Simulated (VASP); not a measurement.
TePb:

```
Te Pb
1.0
     0.00000    3.28605    3.28605
     3.28605    0.00000    3.28605
     3.28605    3.28605    0.00000
Te Pb
1 1
Cartesian
  3.2861 3.2861 3.2861
  0.0000 0.0000 0.0000
```

```yaml
Program: VASP 6.6.1
Task: relaxation of cell and atoms
Functional: PBEsol
Potentials_or_basis: VASP PAW PBE potentials, release 64 (Te, Pb_d)
Cutoff: 600 eV
k_mesh: 8 × 8 × 8
Occupations: gaussian, width 0.02 eV
Spin: no spin polarisation
```

At the start: pressure -2.3 GPa; volume 35.48 Å³/atom.

Task: Where does the relaxation end?

Result: Over 3 steps the energy falls by 15.6 meV/atom and the volume is 33.45 Å³/atom (-5.7 %); space group Fm-3m (No. 225, to 0.1 Å) before and after.

The path:
```csv
step,energy change (eV),largest force (eV/Å),pressure (GPa),volume (Å³)
1,0.0000,0.0000,-2.34,70.97
2,-0.0286,0.0000,0.80,65.78
3,-0.0313,0.0000,0.00,66.90
```

Final structure:
```
Te Pb
1.0
     0.00000    3.22197    3.22197
     3.22197    0.00000    3.22197
     3.22197    3.22197    0.00000
Te Pb
1 1
Direct
  0.50000 0.50000 0.50000
  0.00000 0.00000 0.00000
```

Caveat: the PAW data sets were made with another functional, which shifts forces and pressure a little.
